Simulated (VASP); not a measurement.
The system is Be3TeSe2.

```xyz
6
Lattice="4.1809 0.0000 0.0000 -2.0904 3.6207 0.0000 0.0000 0.0000 8.5994" Properties=species:S:1:pos:R:3 pbc="T T T"
Be    0.0000    2.4138    3.0681
Be    2.0904    1.2069    1.4637
Be    2.0904    1.2069    7.7056
Te    2.0904    1.2069    5.0616
Se    0.0000    0.0000    7.7276
Se    0.0000    0.0000    1.8943
```

The cell was generated, and may not be a known phase.

* Program: VASP 6.6.1
* Task: relaxation of cell and atoms
* Functional: PBE
* Potentials or basis: VASP PAW PBE potentials, release 64 (Be, Te, Se)
* Cutoff: 600 eV
* k mesh: 3 × 3 × 2
* Occupations: gaussian, width 0.15 eV
* Spin: no spin polarisation

At the start: pressure -6.1 GPa; volume 21.70 Å³/atom.

Task: How do energy, volume and symmetry change on relaxing?

Result: Over 17 steps the energy falls by 705.9 meV/atom and the volume is 28.49 Å³/atom (+31.3 %); space group P3m1 (No. 156, to 0.1 Å) before and after.

Step by step:
| step | energy change (eV) | largest force (eV/Å) | pressure (GPa) | volume (Å³) |
| --- | --- | --- | --- | --- |
| 1 | 0.0000 | 1.1072 | -6.12 | 130.18 |
| 2 | -0.6379 | 1.3396 | -1.18 | 115.14 |
| 3 | -0.7542 | 1.6120 | 3.01 | 107.48 |
| 4 | -1.2093 | 1.7544 | 3.27 | 106.63 |
| 5 | -1.8553 | 1.9615 | 13.26 | 103.40 |
| 6 | -1.8990 | 1.4413 | 9.40 | 104.37 |
| 7 | -2.2533 | 1.5514 | 7.67 | 108.47 |
| 8 | -3.0021 | 1.9974 | 4.58 | 121.12 |
| 9 | -3.4028 | 2.3258 | 1.01 | 147.96 |
| 10 | -3.4118 | 2.3358 | 0.41 | 152.45 |
| 11 | -3.7305 | 1.6622 | 0.22 | 156.18 |
| 12 | -4.1025 | 0.6785 | -0.02 | 163.59 |
| 13 | -4.1598 | 0.5392 | -0.78 | 178.49 |
| 14 | -4.2324 | 0.0734 | -0.35 | 171.69 |
| 15 | -4.2326 | 0.0766 | -0.37 | 172.07 |
| 16 | -4.2312 | 0.0594 | 0.70 | 169.61 |
| 17 | -4.2356 | 0.0685 | 0.11 | 170.95 |

Final structure:
```xyz
6
Lattice="3.8155 0.0000 0.0000 -1.9078 3.3044 0.0000 0.0000 0.0000 13.5592" Properties=species:S:1:pos:R:3 pbc="T T T"
Be    0.0000    2.2029    6.8219
Be    1.9078    1.1015    3.0662
Be    1.9078    1.1015   11.3456
Te    1.9078    1.1015    6.8506
Se   -1.9078    3.3044   11.4024
Se    1.9078    3.3044    2.9609
```

Caveat: the k points lie up to 0.63 Å⁻¹ apart in the final cell; the volume moved by over 15 % at a fixed basis, so the end points are rough; this functional lacks dispersion, which binds layers or chains, so the pressure and a relaxed spacing across them are unreliable; the relaxation stopped at a loose force limit of 0.08 eV/Å, so its end isn't a converged minimum.
